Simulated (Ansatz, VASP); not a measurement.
# AlN: VASP beside Ansatz

The input INCAR:

```
PREC = Accurate
ENCUT = 520
EDIFF = 1E-7
ISMEAR = 0
SIGMA = 0.05
LREAL = False
LASPH = True
NELM = 100
ALGO = Normal
ISIF = 2
LWAVE = False
LCHARG = True
GGA = PS
LELF = True
LVHAR = True
NBANDS = 26
```

File KPOINTS:

```
regular mesh
0
Gamma
  8 8 8
```

POSCAR

```
AlN
1.0
   -3.1135599857      0.0000000000      0.0000000000
    0.0000000000      5.3928440876      0.0000000000
    1.5567799928     -2.6964220438     -4.9833504711
Al N
4 4
Direct
    1.0049006380      0.3265624247      0.9984958893
    0.5049006380      0.8265624247      0.9984958893
    0.2435952512      0.9219334646      0.4984958893
    0.7435952512      0.4219334646      0.4984958893
    0.8031992654      0.1286024475      0.6164985473
    0.3031992654      0.6286024475      0.6164985473
    0.0632992819      0.7378960998      0.1164985473
    0.5632992819      0.2378960998      0.1164985473
```

Input for Ansatz:

```yaml
crystal:
  lattice:
    - [-3.1135599857, 0.0, 0.0]
    - [0.0, 5.3928440876, 0.0]
    - [1.5567799928, -2.6964220438, -4.9833504711]
  atoms:
    - { symbol: Al, position: [1.004900638, 0.3265624247, 0.9984958893] }
    - { symbol: Al, position: [0.504900638, 0.8265624247, 0.9984958893] }
    - { symbol: Al, position: [0.2435952512, 0.9219334646, 0.4984958893] }
    - { symbol: Al, position: [0.7435952512, 0.4219334646, 0.4984958893] }
    - { symbol: "N", position: [0.8031992654, 0.1286024475, 0.6164985473] }
    - { symbol: "N", position: [0.3031992654, 0.6286024475, 0.6164985473] }
    - { symbol: "N", position: [0.0632992819, 0.7378960998, 0.1164985473] }
    - { symbol: "N", position: [0.5632992819, 0.2378960998, 0.1164985473] }
basis:
  ecutwfc: 520.0
kpoints:
  mp_grid: { grid: [8, 8, 8] }
hamiltonian:
  xc: pbesol
  pseudopotentials: { kind: paw, azcp: { folder: soft_1 } }
scf:
  occupations: { method: gaussian, width: 0.05 }
output:
  forces: true
  stress: true
  eigenvalues: true
```

Change from the starting cell: mode 4 frozen in at -0.018 Å and mode 15 at -0.070 Å (largest displacements).

Alike in both runs: task single point; functional PBEsol; k mesh 8 × 8 × 8; occupations gaussian, width 0.05 eV; no spin polarisation.

|  | VASP | Ansatz |
| --- | --- | --- |
| version | VASP 6.6.1 | Ansatz 0.2.0 |
| potentials or method | VASP PAW PBE potentials, release 64 (Al, N), cutoff 520 eV | scalar-relativistic, plane waves, PAW |
| valence electrons in the cell | 32 | 32 |

|  | VASP | Ansatz | Ansatz less VASP |
| --- | --- | --- | --- |
| gap on the k mesh at the Fermi level (eV) | 4.07 | 4.05 | -0.016 |
| least direct gap on the mesh (eV) | 4.07 | 4.05 | -0.016 |
| pressure (GPa) | 1.4 | 1.3 | -0.03 |
| traceless stress, the component that is largest in VASP (GPa) | 7.77 | 7.66 | -0.108 |
| rms of the force components (eV/Å) | 0.708 | 0.702 | -0.0062 |

VASP's potentials were made for PBE, not for PBEsol, and Ansatz warns of the same on its side. Atom by atom the forces differ by 0.006 eV/Å (rms over components). With one functional, cell and mesh, what is left measures potentials, basis and numerics.
